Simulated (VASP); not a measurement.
# Lu2Al3S (P6/mmm) in VASP: a series of runs

Runs on Lu2Al3S. Level: PBE. Tasks: single point, relaxation of cell and atoms.

All numbers are computed with VASP 6.6.1; they aren't measurements. Logs are shortened: lines on timing, memory, paths and dates and some standing lists are left out, and cuts for length are marked.

### 1 The cell of the first run

The structure is hexagonal, space group P6/mmm (No. 191). Conventional cell: a = 5.370 Å, b = 5.370 Å, c = 5.405 Å, α = 90.00°, β = 90.00°, γ = 120.00°. Within 4.1 Å of Lu (site symmetry -6m2) lie 3 Lu at 3.10 Å and 3 S at 3.10 Å and 6 Al at 3.12 Å. Al (site symmetry mmm) has 4 Al at 2.69 Å and 4 Lu at 3.12 Å within 3.5 Å. Within 4.1 Å of S (site symmetry 6/mmm) lie 6 Lu at 3.10 Å and 12 Al at 3.81 Å.

The cell was built from a structure type or drawn by symmetry, and may not be a known phase.

### 2 Single point, PBE

The input, INCAR:

```
  PREC = Accurate
  ENCUT = 520
  EDIFF = 1E-6
  ISMEAR = 0
  SIGMA = 0.1
  LREAL = False
  LASPH = True
  NELM = 100
  ALGO = Normal
  ISIF = 2
  LWAVE = False
  LCHARG = False
  GGA = PE
  NBANDS = 42
```

The input, KPOINTS:

```
regular mesh
0
Gamma
  3 3 6
```

The input, POSCAR:

```
Lu2Al3S
1.0
    5.3701796238      0.0000000025      0.0000000000
   -2.6850898141      4.6507119758      0.0000000000
    0.0000000000      0.0000000000      5.4054061266
Lu Al S
2 3 1
Direct
    0.3333333333      0.6666666667      0.0000000000
    0.6666666667      0.3333333333      0.0000000000
    0.5000000000      0.0000000000      0.5000000000
    0.5000000000      0.5000000000      0.5000000000
    0.0000000000      0.5000000000      0.5000000000
    0.0000000000      0.0000000000      0.0000000000
```

Potentials or basis: VASP PAW PBE potentials, release 64 (Lu, Al, S).

Run with:

```
$ cat potpaw_PBE.64/Lu/POTCAR potpaw_PBE.64/Al/POTCAR potpaw_PBE.64/S/POTCAR > POTCAR
$ mpirun -np 1 vasp_std > vasp.out
```

OUTCAR:

```text
PREC = Accurate
   ENCUT = 520
   EDIFF = 1E-6
   ISMEAR = 0
   LREAL = False
   LASPH = True
   NELM = 100
   ISIF = 2
   GGA = PE

 ion  position               nearest neighbor table
   1  0.333  0.667  0.000-   2 3.10   2 3.10   6 3.10   6 3.10   6 3.10   2 3.10   3 3.12   3 3.12
                             5 3.12   5 3.12   4 3.12   4 3.12
   2  0.667  0.333  0.000-   1 3.10   1 3.10   6 3.10   6 3.10   6 3.10   1 3.10   3 3.12   3 3.12
                             5 3.12   5 3.12   4 3.12   4 3.12
   3  0.500  0.000  0.500-   5 2.69   5 2.69   4 2.69   4 2.69   1 3.12   2 3.12   1 3.12   2 3.12

   4  0.500  0.500  0.500-   3 2.69   3 2.69   5 2.69   5 2.69   1 3.12   2 3.12   1 3.12   2 3.12

   5  0.000  0.500  0.500-   3 2.69   3 2.69   4 2.69   4 2.69   1 3.12   2 3.12   1 3.12   2 3.12

   6  0.000  0.000  0.000-   1 3.10   2 3.10   1 3.10   2 3.10   2 3.10   1 3.10

  LATTYP: Found a hexagonal cell.
 ALAT       =     5.3701796238
 C/A-ratio  =     1.0065596508

  Lattice vectors:

 A1 = (   5.3701796238,   0.0000000025,   0.0000000000)
 A2 = (  -2.6850898141,   4.6507119758,   0.0000000000)
 A3 = (   0.0000000000,   0.0000000000,   5.4054061266)

Analysis of symmetry for initial positions (statically):
=====================================================================
 Subroutine PRICEL returns:
 Original cell was already a primitive cell.

 Routine SETGRP: Setting up the symmetry group for a
 hexagonal supercell.

 Subroutine GETGRP returns: Found 24 space group operations
 (whereof 24 operations were pure point group operations)
 out of a pool of 24 trial point group operations.

The static configuration has the point symmetry D_6h.

Analysis of symmetry for dynamics (positions and initial velocities):
=====================================================================
 Subroutine PRICEL returns:
 Original cell was already a primitive cell.

 Routine SETGRP: Setting up the symmetry group for a
 hexagonal supercell.

 Subroutine GETGRP returns: Found 24 space group operations
 (whereof 24 operations were pure point group operations)
 out of a pool of 24 trial point group operations.

The dynamic configuration has the point symmetry D_6h.

 Subroutine INISYM returns: Found 24 space group operations
 (whereof 24 operations are pure point group operations),
 and found     1 'primitive' translations

----------------------------------------------------------------------------------------

                                     Primitive cell

  volume of cell :     135.0009

  direct lattice vectors                    reciprocal lattice vectors
     5.370179624  0.000000003  0.000000000     0.186213510  0.107510421  0.000000000
    -2.685089814  4.650711976  0.000000000    -0.000000000  0.215020841  0.000000000
     0.000000000  0.000000000  5.405406127     0.000000000  0.000000000  0.184999975

  length of vectors
     5.370179624  5.370179624  5.405406127     0.215020841  0.215020841  0.184999975

  position of ions in fractional coordinates (direct lattice)
     0.333333333  0.666666667  0.000000000
     0.666666667  0.333333333  0.000000000
     0.500000000  0.000000000  0.500000000
     0.500000000  0.500000000  0.500000000
     0.000000000  0.500000000  0.500000000
     0.000000000  0.000000000  0.000000000

  ion indices of the primitive-cell ions
   primitive index   ion index
                 1           1
                 2           2
                 3           3
                 4           4
                 5           5
                 6           6

----------------------------------------------------------------------------------------

 KPOINTS: regular mesh

Automatic generation of k-mesh.
 Grid dimensions read from file:
 generate k-points for:    3    3    6

 Generating k-lattice:

  Cartesian coordinates                     Fractional coordinates (reciprocal lattice)
     0.062071170  0.035836807  0.000000000     0.333333333  0.000000000  0.000000000
    -0.000000000  0.071673614  0.000000000     0.000000000  0.333333333  0.000000000
     0.000000000  0.000000000  0.030833329     0.000000000  0.000000000  0.166666667

  Length of vectors
     0.071673614  0.071673614  0.030833329

  Shift w.r.t. Gamma in fractional coordinates (k-lattice)
     0.000000000  0.000000000  0.000000000

 Subroutine IBZKPT returns following result:
 ===========================================

 Found     12 irreducible k-points:

 Following reciprocal coordinates:
            Coordinates               Weight
  0.000000  0.000000  0.000000      1.000000
  0.333333  0.000000  0.000000      6.000000
  0.333333  0.333333  0.000000      2.000000
  0.000000  0.000000  0.166667      2.000000
  0.333333  0.000000  0.166667     12.000000
  0.333333  0.333333  0.166667      4.000000
  0.000000  0.000000  0.333333      2.000000
  0.333333  0.000000  0.333333     12.000000
  0.333333  0.333333  0.333333      4.000000
  0.000000  0.000000  0.500000      1.000000
  0.333333  0.000000  0.500000      6.000000
  0.333333  0.333333  0.500000      2.000000
   k-points           NKPTS =     12   k-points in BZ     NKDIM =     12   number of bands    NBANDS=     42
   number of dos      NEDOS =    301   number of ions     NIONS =      6
   total plane-waves  NPLWV =  64000
   dimension x,y,z NGX =    40 NGY =   40 NGZ =   40
   dimension x,y,z NGXF=    80 NGYF=   80 NGZF=   80
   ions per type =               2   3   1
   NGX,Y,Z   is equivalent  to a cutoff of  12.38, 12.38, 12.30 a.u.
   NGXF,Y,Z  is equivalent  to a cutoff of  24.77, 24.77, 24.60 a.u.
 SYSTEM =  unknown system
   PREC   = accura    normal or accurate (medium, high low for compatibility)
   ISTART =      0    job   : 0-new  1-cont  2-samecut
   ICHARG =      2    charge: 1-file 2-atom 10-const
   ISPIN  =      1    spin polarized calculation?
   LNONCOLLINEAR =      F non collinear calculations
   LSORBIT =      F    spin-orbit coupling
   LASPH  =      T    aspherical Exc in radial PAW
   ENCUT  =  520.0 eV  38.22 Ry    6.18 a.u.   9.98  9.98 10.05*2*pi/ulx,y,z
   NELM   =    100;   NELMIN=  2; NELMDL= -5     # of ELM steps
   EDIFF  = 0.1E-05   stopping-criterion for ELM
   LREAL  =      F    real-space projection
   EDIFFG = 0.1E-04   stopping-criterion for IOM
   NSW    =      0    number of steps for IOM
   IBRION =     -1    ionic relax: 0-MD 1-quasi-New 2-CG
   NFREE  =      0    steps in history (QN), initial steepest desc. (CG)
   ISIF   =      2    stress and relaxation
   ISYM   =      2    0-nonsym 1-usesym 2-fastsym
   POTIM  = 0.5000    time-step for ionic-motion
   TEBEG  =    0.0;   TEEND  =   0.0 temperature during run
   PSTRESS=    0.0 pullay stress
   NELECT =      65.0000    total number of electrons
   NUPDOWN=      -1.0000    fix difference up-down
   EMIN   =  10.00;   EMAX   =-10.00  energy-range for DOS
   EFERMI =   0.00;   METHOD = LEGACY
   ISMEAR =     0;   SIGMA  =   0.10  broadening in eV -4-tet -1-fermi 0-gaus
   EFERMI_NEDOS =   21; number of points for ismear=-14 and -15
   IALGO  =     38    algorithm
   IMIX   =      4    mixing-type and parameters
     AMIX     =   0.40;   BMIX     =  1.00
     AMIX_MAG =   1.60;   BMIX_MAG =  1.00
  volume/ion in A,a.u.               =      22.50       151.84
  Fermi-wavevector in a.u.,A,eV,Ry     =   1.283119  2.424744 22.400571  1.646396
  Thomas-Fermi vector in A             =   2.415391
   LORBIT       =      0    0 simple, 1 ext, 2 COOP (PROOUT), +10 PAW based schemes
   GGA     = PE    functional components
   LHFCALC =     F    Hartree Fock is set to
   AEXX    =    0.0000 exact exchange contribution
   IVDW    =     0    specifies the selected vdW correction
   LEPSILON=     F    determine dielectric tensor
   LRPA    =     F    only Hartree local field effects (RPA)
 non-spin polarized calculation
 Gauss-broadening in eV      SIGMA  =   0.10
  energy-cutoff  :      520.00
  volume of cell :      135.00
 maximum number of plane-waves:      3672
 NGX is ok and might be reduce to    40
   NGX = 19   NGY = 19   NGZ = 21

 number of electron      65.0000012 magnetization

 Free energy of the ion-electron system (eV)
  ---------------------------------------------------
  ext. energy  EPLUGINS =         0.00000000
  ---------------------------------------------------
  free energy    TOTEN  =       -24.70388660 eV

  energy without entropy =      -24.67031788  energy(sigma->0) =      -24.68710224

 E-fermi :   4.3177     XC(G=0): -10.0249

 val. band max:        4.2555812576   @ k =   0.0000   0.0000   0.1667
 cond. band min:       4.3385865528   @ k =   0.0000   0.0000   0.0000
 fundamental gap:      0.0830052952
 Fermi energy:         4.3176556075

 k-point     1 :       0.0000    0.0000    0.0000
  band No.  band energies     occupation
      1     -52.1943      2.00000
      2     -52.1334      2.00000
      3     -23.1500      2.00000
      4     -23.1500      2.00000
      5     -22.7913      2.00000
      6     -22.6805      2.00000
[... 34 lines left out ...]
     41       6.9992      0.00000
     42       8.7379      0.00000

 k-point     2 :       0.3333    0.0000    0.0000
  band No.  band energies     occupation
      1     -52.1815      2.00000
      2     -52.1463      2.00000
      3     -23.1808      2.00000
      4     -23.0759      2.00000
      5     -22.7642      2.00000
      6     -22.7624      2.00000
[... 34 lines left out ...]
     41       8.2407      0.00000
     42       8.4612      0.00000

 k-point     3 :       0.3333    0.3333    0.0000
  band No.  band energies     occupation
      1     -52.1639      2.00000
      2     -52.1639      2.00000
      3     -23.2132      2.00000
      4     -22.9197      2.00000
      5     -22.9197      2.00000
      6     -22.7269      2.00000
[... 34 lines left out ...]
     41       8.7777      0.00000
     42       9.1213      0.00000

 k-point     4 :       0.0000    0.0000    0.1667
  band No.  band energies     occupation
      1     -52.1943      2.00000
      2     -52.1334      2.00000
      3     -23.1499      2.00000
      4     -23.1499      2.00000
      5     -22.7924      2.00000
      6     -22.6805      2.00000
[... 34 lines left out ...]
     41       7.2877      0.00000
     42       7.3315      0.00000

 k-point     5 :       0.3333    0.0000    0.1667
  band No.  band energies     occupation
      1     -52.1815      2.00000
      2     -52.1463      2.00000
      3     -23.1807      2.00000
      4     -23.0758      2.00000
      5     -22.7651      2.00000
      6     -22.7623      2.00000
[... 34 lines left out ...]
     41       7.8976      0.00000
     42       8.2541      0.00000

 k-point     6 :       0.3333    0.3333    0.1667
  band No.  band energies     occupation
      1     -52.1639      2.00000
      2     -52.1639      2.00000
      3     -23.2131      2.00000
      4     -22.9196      2.00000
      5     -22.9196      2.00000
      6     -22.7276      2.00000
[... 34 lines left out ...]
     41       8.4286      0.00000
     42      10.2901      0.00000

 k-point     7 :       0.0000    0.0000    0.3333
  band No.  band energies     occupation
      1     -52.1943      2.00000
      2     -52.1334      2.00000
      3     -23.1497      2.00000
      4     -23.1497      2.00000
      5     -22.7946      2.00000
      6     -22.6804      2.00000
[... 34 lines left out ...]
     41       8.3740      0.00000
     42       8.3740      0.00000

 k-point     8 :       0.3333    0.0000    0.3333
  band No.  band energies     occupation
      1     -52.1815      2.00000
      2     -52.1463      2.00000
      3     -23.1805      2.00000
      4     -23.0756      2.00000
      5     -22.7670      2.00000
      6     -22.7623      2.00000
[... 34 lines left out ...]
     41       7.9744      0.00000
     42       8.4789      0.00000

 k-point     9 :       0.3333    0.3333    0.3333
  band No.  band energies     occupation
      1     -52.1639      2.00000
      2     -52.1639      2.00000
      3     -23.2129      2.00000
      4     -22.9195      2.00000
      5     -22.9195      2.00000
      6     -22.7291      2.00000
[... 34 lines left out ...]
     41       8.0433      0.00000
     42       9.9426      0.00000

 k-point    10 :       0.0000    0.0000    0.5000
  band No.  band energies     occupation
      1     -52.1943      2.00000
      2     -52.1334      2.00000
      3     -23.1497      2.00000
      4     -23.1497      2.00000
      5     -22.7957      2.00000
      6     -22.6804      2.00000
[... 34 lines left out ...]
     41       8.7152      0.00000
     42       8.7687      0.00000

 k-point    11 :       0.3333    0.0000    0.5000
  band No.  band energies     occupation
      1     -52.1814      2.00000
      2     -52.1463      2.00000
      3     -23.1804      2.00000
      4     -23.0755      2.00000
      5     -22.7679      2.00000
      6     -22.7622      2.00000
[... 34 lines left out ...]
     41       7.9211      0.00000
     42       8.6461      0.00000

 k-point    12 :       0.3333    0.3333    0.5000
  band No.  band energies     occupation
      1     -52.1639      2.00000
      2     -52.1639      2.00000
      3     -23.2128      2.00000
      4     -22.9194      2.00000
      5     -22.9194      2.00000
      6     -22.7299      2.00000
[... 34 lines left out ...]
     41       8.0461      0.00000
     42       9.5872      0.00000

------------------------ aborting loop because EDIFF is reached ----------------------------------------

  FORCE on cell =-STRESS in cart. coord.  units (eV):
  Direction    XX          YY          ZZ          XY          YZ          ZX
  --------------------------------------------------------------------------------------
  -------------------------------------------------------------------------------------
  Total        0.0826792      0.0826792      0.2450313     -0.0000000     -0.0000000      0.0000000
  in kB        0.9812291      0.9812291      2.9080082     -0.0000000     -0.0000000      0.0000000
  external PRESSURE =       1.6234888 kB  Pullay stress =       0.0000000 kB

 VOLUME and BASIS-vectors are now :
 -----------------------------------------------------------------------------
  energy-cutoff  :      520.00
  volume of cell :      135.00
      direct lattice vectors                 reciprocal lattice vectors
     5.370179624  0.000000003  0.000000000     0.186213510  0.107510421  0.000000000
    -2.685089814  4.650711976  0.000000000    -0.000000000  0.215020841  0.000000000
     0.000000000  0.000000000  5.405406127     0.000000000  0.000000000  0.184999975

 POSITION                                       TOTAL-FORCE (eV/Angst)
 -----------------------------------------------------------------------------------
     -0.00000      3.10047      0.00000        -0.000000     -0.000000      0.000000
      2.68509      1.55024      0.00000         0.000000      0.000000      0.000000
      2.68509      0.00000      2.70270         0.000000      0.000000      0.000000
      1.34254      2.32536      2.70270         0.000000      0.000000      0.000000
     -1.34254      2.32536      2.70270         0.000000      0.000000      0.000000
      0.00000      0.00000      0.00000         0.000000      0.000000      0.000000
 -----------------------------------------------------------------------------------
    total drift:                                0.000000     -0.000000      0.000000

  FREE ENERGIE OF THE ION-ELECTRON SYSTEM (eV)
  ---------------------------------------------------
  free  energy   TOTEN  =       -24.7038865977 eV

  energy  without entropy=      -24.6703178780  energy(sigma->0) =      -24.68710224
```

Run time: 59 s. Hardware: 1 thread of Intel Xeon Platinum 8488C (Sapphire Rapids), shared host; peak memory 0.27 GiB.

What came out:

```yaml
Free_energy: -24.7039 eV
Pressure: 0.2 GPa
Band_gap_on_the_k_mesh: zero (an odd number of electrons rules out a gap without spin polarisation)
```

Levels at points of the mesh, in eV from the Fermi level:
| k point | band 31 | band 32 | band 33 | band 34 | band 35 | band 36 |
| --- | --- | --- | --- | --- | --- | --- |
| (0.00, 0.00, 0.00) | -0.98 | -0.37 | -0.37 | 0.02 | 0.34 | 0.34 |
| (0.00, 0.00, 0.50) | -1.96 | -0.82 | -0.82 | 0.45 | 0.45 | 0.48 |

Caveat: the k points lie up to 0.45 Å⁻¹ apart, too coarse for converged energies and pressures of a metal; spin-orbit coupling is left out, which moves the levels of the heavy elements.

### 3 Relaxation of cell and atoms, PBE

This run uses another cell than the first one, of 17.99 Å³/atom.

The input, INCAR:

```
SYSTEM = Lu2Al3S
PREC = Accurate ; ENCUT = 600
EDIFF = 1E-6 ; ISMEAR = 0
SIGMA = 0.1 ; LREAL = .FALSE.
LASPH = .TRUE. ; NELM = 100
ALGO = Normal ; ISIF = 3
LWAVE = .FALSE. ; LCHARG = .FALSE.
GGA = PE ; IBRION = 2
NSW = 90 ; EDIFFG = -0.04
```

The input, KPOINTS:

```
Automatic mesh
0
G
  3 3 6
  0 0 0
```

The input, POSCAR:

```
Lu2Al3S
1.0
    6.1292748500      0.0000000000      0.0000000000
   -3.0646374300      5.3081077300      0.0000000000
    0.0000000000      0.0000000000      3.3169285600
Lu Al S
2 3 1
Direct
    0.3333333300      0.6666666700      0.0000000000
    0.6666666700      0.3333333300      0.0000000000
    0.5000000000      0.0000000000      0.5000000000
    0.5000000000      0.5000000000      0.5000000000
    0.0000000000      0.5000000000      0.5000000000
    0.0000000000      0.0000000000      0.0000000000
```

Potentials or basis: VASP PAW PBE potentials, release 64 (Lu, Al, S).

Run with:

```
$ cat potpaw_PBE.64/Lu/POTCAR potpaw_PBE.64/Al/POTCAR potpaw_PBE.64/S/POTCAR > POTCAR
$ mpirun -np 1 vasp_std > vasp.out
```

It took 19 min on 1 thread of Intel Xeon Platinum 8488C (Sapphire Rapids), shared host; peak memory 0.32 GiB.

Results (log left out):

```
Free energy                           : -24.6627 eV
Relaxed volume                        : 22.51 Å³/atom
Relaxed cell                          : a = 5.377 Å, b = 5.377 Å, c = 5.394 Å, α = 90.00°, β = 90.00°, γ = 120.00°
Space group after relaxing (to 0.1 Å) : P6/mmm (No. 191)
Energy gained by relaxing             : 1672.1 meV/atom
Ionic steps                           : 13
Pressure after relaxing               : 0.0 GPa
Band gap on the k mesh                : zero (an odd number of electrons rules out a gap without spin polarisation)
```

Step by step:
| step | energy change (eV) | largest force (eV/Å) | pressure (GPa) | volume (Å³) |
| --- | --- | --- | --- | --- |
| 1 | 0.0000 | 0.0000 | 40.36 | 107.92 |
| 2 | -6.1069 | 0.0000 | -4.73 | 194.33 |
| 3 | -6.3937 | 0.0000 | -0.66 | 170.59 |
| 4 | -6.3950 | 0.0000 | -1.44 | 174.00 |
| 5 | -6.9888 | 0.0000 | -2.10 | 170.84 |
| 6 | -8.9587 | 0.0000 | -3.67 | 157.79 |
| 7 | -7.7909 | 0.0000 | 12.45 | 119.85 |
| 8 | -9.7042 | 0.0000 | -3.67 | 149.14 |
| 9 | -9.9890 | 0.0000 | -2.24 | 140.77 |
| 10 | -9.9235 | 0.0000 | 4.09 | 126.60 |
| 11 | -10.0295 | 0.0000 | -0.13 | 135.24 |
| 12 | -10.0295 | 0.0000 | -0.05 | 135.03 |
| 13 | -10.0328 | 0.0000 | 0.03 | 135.06 |

Final structure:
```
Lu Al S
1.0
     5.37701    0.00000    0.00000
    -2.68850    4.65663    0.00000
     0.00000    0.00000    5.39413
Lu Al S
2 3 1
Direct
  0.33333 0.66667 0.00000
  0.66667 0.33333 0.00000
  0.50000 0.00000 0.50000
  0.50000 0.50000 0.50000
  0.00000 0.50000 0.50000
  0.00000 0.00000 0.00000
```

Levels at points of the mesh, in eV from the Fermi level:
```tsv
k point	band 30	band 31	band 32	band 33	band 34	band 35	band 36	band 37
(0.00, 0.00, 0.00)	-1.79	-0.97	-0.37	-0.37	0.03	0.34	0.34	2.32
(0.00, 0.00, 0.50)	-2.44	-1.95	-0.83	-0.83	0.44	0.44	0.49	0.80
```

Caveat: the k points lie up to 0.45 Å⁻¹ apart in the final cell, too coarse for converged energies and pressures of a metal; the volume moved by over 15 % at a fixed basis, so the end points are rough; spin-orbit coupling is left out, which moves the levels of the heavy elements.
